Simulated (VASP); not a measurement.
# CdSe (gwk.c) (F-43m) in VASP: single point with PBE

Aim: the single point of CdSe (gwk.c) with PBE.

Program: VASP 6.6.1. These are calculated values, not measurements. Logs are shortened: lines on timing, memory, paths and dates and some standing lists are left out, and cuts for length are marked.

**1. The cell of the first run**

The structure is cubic, space group F-43m (No. 216). Conventional cell: a = 6.197 Å, b = 6.197 Å, c = 6.197 Å, α = 90.00°, β = 90.00°, γ = 90.00°. Within 3.5 Å of Cd (site symmetry -43m) lie 4 Se at 2.68 Å. Within 3.5 Å of Se (site symmetry -43m) lie 4 Cd at 2.68 Å.

**2. Single point, PBE**

Contents of INCAR:

```
PREC     = Accurate       # precision mode
ENCUT    = 500            # plane-wave cutoff, eV
EDIFF    = 1E-6           # SCF threshold, eV
ISMEAR   = 0              # smearing method
SIGMA    = 0.01           # smearing width, eV
LREAL    = False          # projectors in reciprocal space
LASPH    = True           # aspherical terms in the spheres
NELM     = 120            # most SCF steps
ALGO     = Normal         # electronic algorithm
ISIF     = 2              # what is computed and relaxed
LWAVE    = False          # write WAVECAR
LCHARG   = False          # write CHGCAR
GGA      = PE             # functional
NBANDS   = 16             # bands
GGA_COMPAT= False
```

Contents of KPOINTS:

```
regular mesh
0
Gamma
  6 6 6
```

Contents of POSCAR:

```
CdSe
1.0
    0.0000000000      3.0984146609      3.0984146609
    3.0984146609      0.0000000000      3.0984146609
    3.0984146609      3.0984146609      0.0000000000
Cd Se
1 1
Direct
    0.0000000000      0.0000000000      0.0000000000
    0.7500000000      0.7500000000      0.7500000000
```

Potentials or basis: VASP PAW PBE potentials, release 64 (Cd, Se).

Command:

```
$ cat potpaw_PBE.64/Cd/POTCAR potpaw_PBE.64/Se/POTCAR > POTCAR
$ mpirun -np 1 vasp_std > vasp.out
```

OUTCAR:

```text
PREC = Accurate
   ENCUT = 500
   EDIFF = 1E-6
   ISMEAR = 0
   LREAL = False
   LASPH = True
   NELM = 120
   ISIF = 2
   GGA = PE

 ion  position               nearest neighbor table
   1  0.000  0.000  0.000-   2 2.68   2 2.68   2 2.68   2 2.68
   2  0.750  0.750  0.750-   1 2.68   1 2.68   1 2.68   1 2.68

  LATTYP: Found a face centered cubic cell.
 ALAT       =     6.1968293218

  Lattice vectors:

 A1 = (   0.0000000000,   3.0984146609,   3.0984146609)
 A2 = (   3.0984146609,   0.0000000000,   3.0984146609)
 A3 = (   3.0984146609,   3.0984146609,   0.0000000000)

Analysis of symmetry for initial positions (statically):
=====================================================================
 Subroutine PRICEL returns:
 Original cell was already a primitive cell.

 Routine SETGRP: Setting up the symmetry group for a
 face centered cubic supercell.

 Subroutine GETGRP returns: Found 24 space group operations
 (whereof 24 operations were pure point group operations)
 out of a pool of 48 trial point group operations.

The static configuration has the point symmetry T_d .

Analysis of symmetry for dynamics (positions and initial velocities):
=====================================================================
 Subroutine PRICEL returns:
 Original cell was already a primitive cell.

 Routine SETGRP: Setting up the symmetry group for a
 face centered cubic supercell.

 Subroutine GETGRP returns: Found 24 space group operations
 (whereof 24 operations were pure point group operations)
 out of a pool of 48 trial point group operations.

The dynamic configuration has the point symmetry T_d .

 Subroutine INISYM returns: Found 24 space group operations
 (whereof 24 operations are pure point group operations),
 and found     1 'primitive' translations

----------------------------------------------------------------------------------------

                                     Primitive cell

  volume of cell :      59.4906

  direct lattice vectors                    reciprocal lattice vectors
     0.000000000  3.098414661  3.098414661    -0.161372849  0.161372849  0.161372849
     3.098414661  0.000000000  3.098414661     0.161372849 -0.161372849  0.161372849
     3.098414661  3.098414661  0.000000000     0.161372849  0.161372849 -0.161372849

  length of vectors
     4.381820035  4.381820035  4.381820035     0.279505973  0.279505973  0.279505973

  position of ions in fractional coordinates (direct lattice)
     0.000000000  0.000000000  0.000000000
[... 68 lines left out ...]
   NELM   =    120;   NELMIN=  2; NELMDL= -5     # of ELM steps
   EDIFF  = 0.1E-05   stopping-criterion for ELM
   LREAL  =      F    real-space projection
   EDIFFG = 0.1E-04   stopping-criterion for IOM
   NSW    =      0    number of steps for IOM
   IBRION =     -1    ionic relax: 0-MD 1-quasi-New 2-CG
   NFREE  =      0    steps in history (QN), initial steepest desc. (CG)
   ISIF   =      2    stress and relaxation
   ISYM   =      2    0-nonsym 1-usesym 2-fastsym
   POTIM  = 0.5000    time-step for ionic-motion
   TEBEG  =    0.0;   TEEND  =   0.0 temperature during run
   PSTRESS=    0.0 pullay stress
   NELECT =      18.0000    total number of electrons
   NUPDOWN=      -1.0000    fix difference up-down
   EMIN   =  10.00;   EMAX   =-10.00  energy-range for DOS
   EFERMI =   0.00;   METHOD = LEGACY
   ISMEAR =     0;   SIGMA  =   0.01  broadening in eV -4-tet -1-fermi 0-gaus
   EFERMI_NEDOS =   21; number of points for ismear=-14 and -15
   IALGO  =     38    algorithm
   IMIX   =      4    mixing-type and parameters
     AMIX     =   0.40;   BMIX     =  1.00
     AMIX_MAG =   1.60;   BMIX_MAG =  1.00
  volume/ion in A,a.u.               =      29.75       200.73
  Fermi-wavevector in a.u.,A,eV,Ry     =   1.099047  2.076897 16.434525  1.207904
  Thomas-Fermi vector in A             =   2.235435
   LORBIT       =      0    0 simple, 1 ext, 2 COOP (PROOUT), +10 PAW based schemes
   GGA     = PE    functional components
   LHFCALC =     F    Hartree Fock is set to
   AEXX    =    0.0000 exact exchange contribution
   IVDW    =     0    specifies the selected vdW correction
   LEPSILON=     F    determine dielectric tensor
   LRPA    =     F    only Hartree local field effects (RPA)
 non-spin polarized calculation
 Gauss-broadening in eV      SIGMA  =   0.01
  energy-cutoff  :      500.00
  volume of cell :       59.49
 maximum number of plane-waves:      1527
   NGX = 15   NGY = 15   NGZ = 15

 number of electron      18.0000007 magnetization

 Free energy of the ion-electron system (eV)
  ---------------------------------------------------
  ext. energy  EPLUGINS =         0.00000000
  ---------------------------------------------------
  free energy    TOTEN  =        -5.49548564 eV

  energy without entropy =       -5.49548564  energy(sigma->0) =       -5.49548564

 E-fermi :   0.5578     XC(G=0):  -8.6323

 val. band max:        0.5164966246   @ k =   0.0000   0.0000   0.0000
 cond. band min:       1.0070372475   @ k =   0.0000   0.0000   0.0000
 fundamental gap:      0.4905406228
 Fermi energy:         0.5577652274

 k-point     1 :       0.0000    0.0000    0.0000
  band No.  band energies     occupation
      1     -11.7782      2.00000
      2      -7.2491      2.00000
      3      -7.2491      2.00000
      4      -7.2491      2.00000
      5      -6.9321      2.00000
      6      -6.9321      2.00000
[... 281 lines left out ...]
      3      -7.0745      2.00000
      4      -6.9843      2.00000
      5      -6.9079      2.00000
      6      -6.5410      2.00000
[... 8 lines left out ...]
     15      13.1304      0.00000
     16      13.2385      0.00000

------------------------ aborting loop because EDIFF is reached ----------------------------------------

  FORCE on cell =-STRESS in cart. coord.  units (eV):
  Direction    XX          YY          ZZ          XY          YZ          ZX
  --------------------------------------------------------------------------------------
  -------------------------------------------------------------------------------------
  Total        0.0867692      0.0867692      0.0867692      0.0000000     -0.0000000      0.0000000
  in kB        2.3368319      2.3368319      2.3368319      0.0000000     -0.0000000      0.0000000
  external PRESSURE =       2.3368319 kB  Pullay stress =       0.0000000 kB

 VOLUME and BASIS-vectors are now :
 -----------------------------------------------------------------------------
  energy-cutoff  :      500.00
  volume of cell :       59.49
      direct lattice vectors                 reciprocal lattice vectors
     0.000000000  3.098414661  3.098414661    -0.161372849  0.161372849  0.161372849
     3.098414661  0.000000000  3.098414661     0.161372849 -0.161372849  0.161372849
     3.098414661  3.098414661  0.000000000     0.161372849  0.161372849 -0.161372849

 POSITION                                       TOTAL-FORCE (eV/Angst)
 -----------------------------------------------------------------------------------
      0.00000      0.00000      0.00000        -0.000000      0.000000     -0.000000
      4.64762      4.64762      4.64762         0.000000     -0.000000      0.000000
 -----------------------------------------------------------------------------------
    total drift:                               -0.000000     -0.000000     -0.000000

  FREE ENERGIE OF THE ION-ELECTRON SYSTEM (eV)
  ---------------------------------------------------
  free  energy   TOTEN  =        -5.4954856448 eV

  energy  without entropy=       -5.4954856448  energy(sigma->0) =       -5.49548564
```

OSZICAR:

```text
N       E                     dE             d eps       ncg     rms          rms(c)
DAV:   1     0.106353097582E+03    0.10635E+03   -0.84274E+03   512   0.969E+02
DAV:   2    -0.194889124963E+01   -0.10830E+03   -0.10234E+03   640   0.244E+02
DAV:   3    -0.586546628944E+01   -0.39166E+01   -0.39100E+01   560   0.489E+01
DAV:   4    -0.588189045740E+01   -0.16424E-01   -0.16424E-01   696   0.322E+00
DAV:   5    -0.588199726245E+01   -0.10681E-03   -0.10680E-03   560   0.220E-01    0.553E+00
DAV:   6    -0.551521315921E+01    0.36678E+00   -0.55888E-01   720   0.853E+00    0.447E+00
DAV:   7    -0.549418277844E+01    0.21030E-01   -0.13582E-01   584   0.244E+00    0.197E+00
DAV:   8    -0.549512915189E+01   -0.94637E-03   -0.12316E-02   568   0.131E+00    0.242E-01
DAV:   9    -0.549536209925E+01   -0.23295E-03   -0.13507E-03   600   0.447E-01    0.492E-02
DAV:  10    -0.549543285947E+01   -0.70760E-04   -0.14658E-04   656   0.146E-01    0.446E-02
DAV:  11    -0.549548583260E+01   -0.52973E-04   -0.85841E-05   584   0.573E-02    0.171E-02
DAV:  12    -0.549548564477E+01    0.18782E-06   -0.12873E-06   592   0.120E-02
   1 F= -.54954856E+01 E0= -.54954856E+01  d E =-.314480E-11
```

stdout:

```text
POSCAR found type information on POSCAR CdSe
 POSCAR found :  2 types and       2 ions
 scaLAPACK will be used
 LDA part: xc-table for (Slater+PW92), standard interpolation
 POSCAR, INCAR and KPOINTS ok, starting setup
 FFT: planning ... GRIDC
 FFT: planning ... GRID_SOFT
 FFT: planning ... GRID
 WAVECAR not read
 entering main loop
```

It used 20 s of CPU time on 1 thread of AMD EPYC 7R13 Processor (Zen 3) (shared host).

Results:

- Free energy: -5.4955 eV
- Pressure: 0.2 GPa
- Band gap on the k mesh: 0.49 eV, direct
